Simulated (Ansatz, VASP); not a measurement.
## Co: VASP beside Ansatz

```
Co
1.0
     0.00000    3.25971    3.25971
     3.25971    0.00000    3.25971
     3.25971    3.25971    0.00000
Co
6
Cartesian
  0.8149 0.8149 0.8149
  0.8149 2.4448 2.4448
  2.4448 0.8149 2.4448
  2.4448 2.4448 0.8149
  3.2597 3.2597 3.2597
  4.8896 4.8896 4.8896
```

Alike in both runs: task single point; functional PBE; k mesh 7 × 7 × 7; occupations fermi-dirac, width 0.05 eV; collinear spin.

```csv
,VASP,Ansatz
version,VASP 6.6.1,Ansatz 0.2.0
potentials or method,"VASP PAW PBE potentials, release 64 (Co_sv)",Ansatz PAW
plane-wave cutoff (eV),690,420
valence electrons in the cell,102,102
```

|  | VASP | Ansatz | Ansatz less VASP |
| --- | --- | --- | --- |
| gap on the k mesh at the Fermi level (eV) | none | none | - |
| pressure (GPa) | -2.5 | -1.4 | +1.17 |
| net moment per atom (μB) | 1.68 | 1.69 | +0.003 |
| size of the moment on the site where the two differ most (μB) | 1.73 | 1.73 | +0.008 |

Site moments also hang on the region over which each program counts them. A gap of «none» marks a metal or a gap that the smearing closes. With one functional, cell and mesh, what is left measures potentials, basis and numerics.
